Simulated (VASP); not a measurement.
# MnO2 (P-3m1) in VASP: notebook

MnO2 is run at these levels: PBEsol; tasks: relaxation of the atoms.

Program: VASP 6.6.1. These are calculated values, not measurements. Logs are shortened: lines on timing, memory, paths and dates and some standing lists are left out, and cuts for length are marked.

## (1) The cell of the first run

Symmetry: P-3m1, No. 164, trigonal system. The conventional cell has a = 2.857 Å, b = 2.857 Å, c = 4.509 Å, α = 90.00°, β = 90.00°, γ = 120.00°. Within 2.5 Å of Mn (site symmetry -3m) lie 6 O at 1.89 Å. Within 2.5 Å of O (site symmetry 3m) lie 3 Mn at 1.89 Å and 3 O at 2.49 Å.

## (2) Relaxation of the atoms, PBEsol, collinear spin, ferromagnetic start

File INCAR:

```
ALGO = Normal
EDIFF = 1E-6
EDIFFG = -0.01
ENCUT = 520
GGA = PS
IBRION = 2
ISIF = 2
ISMEAR = -1
ISPIN = 2
LASPH = T
LCHARG = F
LMAXMIX = 4
LORBIT = 11
LREAL = F
LUSENCCL = F
LWAVE = F
MAGMOM = 4 0 0
NELM = 150
NSW = 60
PREC = Accurate
SIGMA = 0.05
```

File KPOINTS:

```
k-points
0
Gamma
  9 9 5
```

File POSCAR:

```
MnO2
1.0
    2.8565781804      0.0000000000      0.0000000000
   -1.4282890902      2.4738692722      0.0000000000
    0.0000000000      0.0000000000      4.5093465777
Mn O
1 2
Direct
    0.0000000000      0.0000000000      0.5000000000
    0.3333333333      0.6666666667      0.7062925700
    0.6666666667      0.3333333333      0.2937074300
```

Potentials or basis: VASP PAW PBE potentials, release 64 (Mn_pv, O).

Started as:

```
$ cat potpaw_PBE.64/Mn_pv/POTCAR potpaw_PBE.64/O/POTCAR > POTCAR
$ mpirun -np 1 vasp_std > vasp.out
```

OUTCAR:

```text
EDIFF = 1E-6
   EDIFFG = -0.01
   ENCUT = 520
   GGA = PS
   IBRION = 2
   ISIF = 2
   ISMEAR = -1
   ISPIN = 2
   LASPH = T
   LORBIT = 11
   LREAL = F
   NELM = 150
   NSW = 60
   PREC = Accurate

 ion  position               nearest neighbor table
   1  0.000  0.000  0.500-   2 1.89   3 1.89   3 1.89   2 1.89   3 1.89   2 1.89
   2  0.333  0.667  0.706-   1 1.89   1 1.89   1 1.89
   3  0.667  0.333  0.294-   1 1.89   1 1.89   1 1.89

  LATTYP: Found a hexagonal cell.
 ALAT       =     2.8565781804
 C/A-ratio  =     1.5785832884

  Lattice vectors:

 A1 = (   2.8565781804,   0.0000000000,   0.0000000000)
 A2 = (  -1.4282890902,   2.4738692722,   0.0000000000)
 A3 = (   0.0000000000,   0.0000000000,   4.5093465777)

Analysis of symmetry for initial positions (statically):
=====================================================================
 Subroutine PRICEL returns:
 Original cell was already a primitive cell.

 Routine SETGRP: Setting up the symmetry group for a
 hexagonal supercell.

 Subroutine GETGRP returns: Found 12 space group operations
 (whereof 12 operations were pure point group operations)
 out of a pool of 24 trial point group operations.

The static configuration has the point symmetry D_3d.

Analysis of symmetry for dynamics (positions and initial velocities):
=====================================================================
 Subroutine PRICEL returns:
 Original cell was already a primitive cell.

 Routine SETGRP: Setting up the symmetry group for a
 hexagonal supercell.

 Subroutine GETGRP returns: Found 12 space group operations
 (whereof 12 operations were pure point group operations)
 out of a pool of 24 trial point group operations.

The dynamic configuration has the point symmetry D_3d.

Analysis of structural, dynamic, and magnetic symmetry:
=====================================================================
 Subroutine PRICEL returns:
 Original cell was already a primitive cell.

 Routine SETGRP: Setting up the symmetry group for a
 hexagonal supercell.

 Subroutine GETGRP returns: Found 12 space group operations
 (whereof 12 operations were pure point group operations)
 out of a pool of 24 trial point group operations.

The overall configuration has the point symmetry D_3d.

 Subroutine INISYM returns: Found 12 space group operations
[... 111 lines left out ...]
   NUPDOWN=      -1.0000    fix difference up-down
   EMIN   =  10.00;   EMAX   =-10.00  energy-range for DOS
   EFERMI =   0.00;   METHOD = LEGACY
   ISMEAR =    -1;   SIGMA  =   0.05  broadening in eV -4-tet -1-fermi 0-gaus
   EFERMI_NEDOS =   21; number of points for ismear=-14 and -15
   IALGO  =     38    algorithm
   IMIX   =      4    mixing-type and parameters
     AMIX     =   0.40;   BMIX     =  1.00
     AMIX_MAG =   1.60;   BMIX_MAG =  1.00
  volume/ion in A,a.u.               =      10.62        71.68
  Fermi-wavevector in a.u.,A,eV,Ry     =   1.509881  2.853261 31.017748  2.279740
  Thomas-Fermi vector in A             =   2.620144
   LORBIT       =     11    0 simple, 1 ext, 2 COOP (PROOUT), +10 PAW based schemes
   GGA     = PS    functional components
   LHFCALC =     F    Hartree Fock is set to
   AEXX    =    0.0000 exact exchange contribution
   IVDW    =     0    specifies the selected vdW correction
   LEPSILON=     F    determine dielectric tensor
   LRPA    =     F    only Hartree local field effects (RPA)
 conjugate gradient relaxation of ions
 spin polarized calculation
  energy-cutoff  :      520.00
  volume of cell :       31.87
 maximum number of plane-waves:       871
 NGX is ok and might be reduce to    24
   NGX = 11   NGY = 11   NGZ = 17

--------------------------------------- Ionic step        1  -------------------------------------------

 number of electron      25.0000007 magnetization       2.9997745

 Free energy of the ion-electron system (eV)
  ---------------------------------------------------
  ext. energy  EPLUGINS =         0.00000000
  ---------------------------------------------------
  free energy    TOTEN  =       -25.04391604 eV

  energy without entropy =      -25.04387603  energy(sigma->0) =      -25.04389603

------------------------ aborting loop because EDIFF is reached ----------------------------------------

  FORCE on cell =-STRESS in cart. coord.  units (eV):
  Direction    XX          YY          ZZ          XY          YZ          ZX
  --------------------------------------------------------------------------------------
  -------------------------------------------------------------------------------------
  Total        0.1440705      0.1440705      0.7177976      0.0000000      0.0000000     -0.0000000
  in kB        7.2435120      7.2435120     36.0891058      0.0000000      0.0000000     -0.0000000
  external PRESSURE =      16.8587100 kB  Pullay stress =       0.0000000 kB
[... 61 lines left out ...]
--------------------------------------- Ionic step        3  -------------------------------------------

 number of electron      25.0000007 magnetization       2.9999286

 Free energy of the ion-electron system (eV)
  ---------------------------------------------------
  ext. energy  EPLUGINS =         0.00000000
  ---------------------------------------------------
  free energy    TOTEN  =       -25.04781996 eV

  energy without entropy =      -25.04779051  energy(sigma->0) =      -25.04780523

 E-fermi :   3.7953     XC(G=0): -11.2096

 val. band max:        3.4523148281   @ k =   0.0000   0.1111   0.4000
 cond. band min:       4.1206946195   @ k =   0.0000   0.0000   0.4000
 fundamental gap:      0.6683797914
 Fermi energy:         3.7953279072

 spin component 1

 k-point     1 :       0.0000    0.0000    0.0000
  band No.  band energies     occupation
      1     -46.7808      1.00000
      2     -46.7808      1.00000
      3     -46.7660      1.00000
      4     -16.2723      1.00000
      5     -13.8337      1.00000
      6      -3.0313      1.00000
[... 493 lines left out ...]
     17      13.6585      0.00000
     18      16.1049      0.00000

 [... further k-points ...]

 spin component 2

 k-point     1 :       0.0000    0.0000    0.0000
  band No.  band energies     occupation
      1     -43.7507      1.00000
      2     -43.7507      1.00000
      3     -43.5818      1.00000
      4     -16.0997      1.00000
      5     -13.7077      1.00000
      6      -2.2013      1.00000
[... 525 lines left out ...]
  FREE ENERGIE OF THE ION-ELECTRON SYSTEM (eV)
  ---------------------------------------------------
  free  energy   TOTEN  =       -25.0478199564 eV

  energy  without entropy=      -25.0477905102  energy(sigma->0) =      -25.04780523

 reached required accuracy - stopping structural energy minimisation

 total charge

# of ion       s       p       d       tot
------------------------------------------
    1        0.362   6.479   4.940  11.781
    2        1.577   3.400   0.000   4.978
    3        1.577   3.400   0.000   4.978
--------------------------------------------------
tot          3.517  13.280   4.940  21.736

 magnetization (x)

# of ion       s       p       d       tot
------------------------------------------
    1        0.031   0.040   2.763   2.834
    2        0.004   0.038   0.000   0.042
    3        0.004   0.038   0.000   0.042
--------------------------------------------------
tot          0.038   0.117   2.763   2.918
```

OSZICAR:

```text
N       E                     dE             d eps       ncg     rms          rms(c)
DAV:   1     0.250620357020E+03    0.25062E+03   -0.15157E+04  3600   0.160E+03
DAV:   2    -0.152851926633E+02   -0.26591E+03   -0.25614E+03  4044   0.427E+02
[... 23 lines left out ...]
DAV:   8    -0.250478138702E+02   -0.21469E-06   -0.73785E-07  1862   0.760E-03
   2 F= -.25047814E+02 E0= -.25047799E+02  d E =-.389783E-02  mag=     2.9999
       N       E                     dE             d eps       ncg     rms          rms(c)
DAV:   1    -0.250478153319E+02   -0.16763E-05   -0.33885E-03  3616   0.427E-01    0.228E-02
DAV:   2    -0.250478202954E+02   -0.49636E-05   -0.64054E-05  3880   0.638E-02    0.114E-02
DAV:   3    -0.250478199564E+02    0.33902E-06   -0.69465E-06  3256   0.356E-02
   3 F= -.25047820E+02 E0= -.25047805E+02  d E =-.390392E-02  mag=     2.9999
```

It took 6.4 min on 1 × NVIDIA H100 80GB with 1 thread of AMD EPYC 7R13 (Zen 3), shared host; peak memory 1.2 GiB.

Results:

| Property | Result |
| --- | --- |
| Free energy | -25.0478 eV |
| Energy gained by relaxing | 1.3 meV/atom |
| Ionic steps | 3 |
| Pressure after relaxing | -0.3 GPa |
| Band gap on the k mesh | 0.67 eV (least direct gap 0.74 eV) |
| Net moment | 3.00 μB per cell |
| Site moments | Mn +2.83; O +0.04 μB |
| Valence electrons inside the program's atomic spheres | Mn 11.78; O 4.98 |

Stress tensor (GPa, compression positive):
```
-1.02  0.00  0.00
 0.00 -1.02  0.00
 0.00  0.00  1.25
```

Step by step:
| step | energy change (eV) | largest force (eV/Å) | pressure (GPa) |
| --- | --- | --- | --- |
| 1 | 0.0000 | 0.2794 | 1.69 |
| 2 | -0.0039 | 0.0109 | -0.30 |
| 3 | -0.0039 | 0.0015 | -0.26 |

Final structure:
```
CELL_PARAMETERS angstrom
2.85658 0.00000 0.00000
-1.42829 2.47387 0.00000
0.00000 0.00000 4.50935
ATOMIC_POSITIONS crystal
Mn 0.00000 0.00000 0.50000
O 0.33333 0.66667 0.70941
O 0.66667 0.33333 0.29059
```

Caveat: the PAW data sets were made with another functional, which shifts forces and pressure a little; a cell with one magnetic atom can't hold antiferromagnetic order, which such compounds often take.

## (3) Relaxation of the atoms, PBEsol, collinear spin, ferromagnetic start

This run uses another cell than the first one, of 10.73 Å³/atom.

File INCAR:

```
SYSTEM = MnO2
  PREC = Accurate
  ENCUT = 520
  EDIFF = 1E-6
  ISMEAR = -1
  SIGMA = 0.05
  LREAL = .False.
  LASPH = .True.
  NELM = 150
  ALGO = Normal
  ISIF = 2
  LWAVE = .False.
  LCHARG = .False.
  ISPIN = 2
  MAGMOM = 4 0 0
  LORBIT = 11
  LMAXMIX = 4
  GGA = PS
  IBRION = 2
  NSW = 60
  EDIFFG = -0.01
  LUSENCCL = .False.
```

File KPOINTS:

```
Automatic mesh
0
Gamma
  9 9 5
  0 0 0
```

POSCAR: that of step 2 with these lines changed.

```diff
@@ -4,3 +4,3 @@
    -1.4282890902      2.4738692722      0.0000000000
-    0.0000000000      0.0000000000      4.5093465777
+    0.0000000000      0.0000000000      4.5553603183
 Mn O
```

Potentials or basis: VASP PAW PBE potentials, release 64 (Mn_pv, O).

Started as:

```
$ cat potpaw_PBE.64/Mn_pv/POTCAR potpaw_PBE.64/O/POTCAR > POTCAR
$ mpirun -np 1 vasp_std > vasp.out
```

OUTCAR:

```text
SYSTEM = MnO2
   PREC = Accurate
   ENCUT = 520
   EDIFF = 1E-6
   ISMEAR = -1
   LREAL = .False.
   LASPH = .True.
   NELM = 150
   ISIF = 2
   ISPIN = 2
   LORBIT = 11
   GGA = PS
   IBRION = 2
   NSW = 60
   EDIFFG = -0.01

 ion  position               nearest neighbor table
   1  0.000  0.000  0.500-   2 1.90   3 1.90   3 1.90   2 1.90   3 1.90   2 1.90
   2  0.333  0.667  0.706-   1 1.90   1 1.90   1 1.90
   3  0.667  0.333  0.294-   1 1.90   1 1.90   1 1.90

  LATTYP: Found a hexagonal cell.
 ALAT       =     2.8565781804
 C/A-ratio  =     1.5946912812

  Lattice vectors:

 A1 = (   2.8565781804,   0.0000000000,   0.0000000000)
 A2 = (  -1.4282890902,   2.4738692722,   0.0000000000)
 A3 = (   0.0000000000,   0.0000000000,   4.5553603183)

Analysis of symmetry for initial positions (statically):
=====================================================================
 Subroutine PRICEL returns:
[... 1257 lines left out ...]

------------------------ aborting loop because EDIFF is reached ----------------------------------------

  FORCE on cell =-STRESS in cart. coord.  units (eV):
  Direction    XX          YY          ZZ          XY          YZ          ZX
  --------------------------------------------------------------------------------------
  -------------------------------------------------------------------------------------
  Total       -0.2275279     -0.2275279      0.2017065      0.0000000     -0.0000000      0.0000000
  in kB      -11.3239935    -11.3239935     10.0388693      0.0000000     -0.0000000      0.0000000
  external PRESSURE =      -4.2030393 kB  Pullay stress =       0.0000000 kB

 VOLUME and BASIS-vectors are now :
 -----------------------------------------------------------------------------
  energy-cutoff  :      520.00
  volume of cell :       32.19
      direct lattice vectors                 reciprocal lattice vectors
     2.856578180  0.000000000  0.000000000     0.350069187  0.202112539 -0.000000000
    -1.428289090  2.473869272  0.000000000     0.000000000  0.404225078  0.000000000
     0.000000000  0.000000000  4.555360318     0.000000000 -0.000000000  0.219521603

 POSITION                                       TOTAL-FORCE (eV/Angst)
 -----------------------------------------------------------------------------------
      0.00000      0.00000      2.27768         0.000000      0.000000      0.000000
     -0.00000      1.64925      3.22216         0.000000     -0.000000      0.003231
      1.42829      0.82462      1.33320        -0.000000      0.000000     -0.003231
 -----------------------------------------------------------------------------------
    total drift:                               -0.000000      0.000000      0.000000

  FREE ENERGIE OF THE ION-ELECTRON SYSTEM (eV)
  ---------------------------------------------------
  free  energy   TOTEN  =       -25.0504412026 eV

  energy  without entropy=      -25.0504142927  energy(sigma->0) =      -25.05042775

 reached required accuracy - stopping structural energy minimisation

 total charge

# of ion       s       p       d       tot
------------------------------------------
    1        0.362   6.479   4.939  11.780
    2        1.577   3.400   0.000   4.978
    3        1.577   3.400   0.000   4.978
--------------------------------------------------
tot          3.517  13.280   4.939  21.735

 magnetization (x)

# of ion       s       p       d       tot
------------------------------------------
    1        0.031   0.040   2.763   2.834
    2        0.004   0.038   0.000   0.042
    3        0.004   0.038   0.000   0.042
--------------------------------------------------
tot          0.038   0.117   2.763   2.918
```

Wall time 5.5 min (1 × NVIDIA H100 80GB with 1 thread of AMD EPYC 7R13 (Zen 3), shared host); peak memory 1.2 GiB.

What came out:

| Quantity | Value |
| --- | --- |
| Free energy | -25.0504 eV |
| Energy gained by relaxing | 0.2 meV/atom |
| Ionic steps | 2 |
| Pressure after relaxing | -0.4 GPa |
| Largest force after relaxing | 0.003 eV/Å |
| Band gap on the k mesh | 0.68 eV (least direct gap 0.74 eV) |
| Net moment | 3.00 μB per cell |
| Site moments | Mn +2.83; O +0.04 μB |
| Valence electrons inside the program's atomic spheres | Mn 11.78; O 4.98 |

Forces in eV/Å, atoms in the order of the input:
```
Mn   0.000  0.000  0.000
O    0.000  0.000  0.003
O    0.000  0.000 -0.003
```

The path:
| step | energy change (eV) | largest force (eV/Å) | pressure (GPa) |
| --- | --- | --- | --- |
| 1 | 0.0000 | 0.0983 | 0.18 |
| 2 | -0.0005 | 0.0032 | -0.42 |

Final structure:
```yaml
crystal:
  lattice:
    - [2.85658, 0.00000, 0.00000]
    - [-1.42829, 2.47387, 0.00000]
    - [0.00000, 0.00000, 4.55536]
  atoms:
    - { symbol: Mn, position: [0.00000, 0.00000, 0.50000] }
    - { symbol: O, position: [0.33333, 0.66667, 0.70733] }
    - { symbol: O, position: [0.66667, 0.33333, 0.29267] }
```

Caveat: the PAW data sets were made with another functional, which shifts forces and pressure a little; a cell with one magnetic atom can't hold antiferromagnetic order, which such compounds often take. A k mesh can miss the band edges.
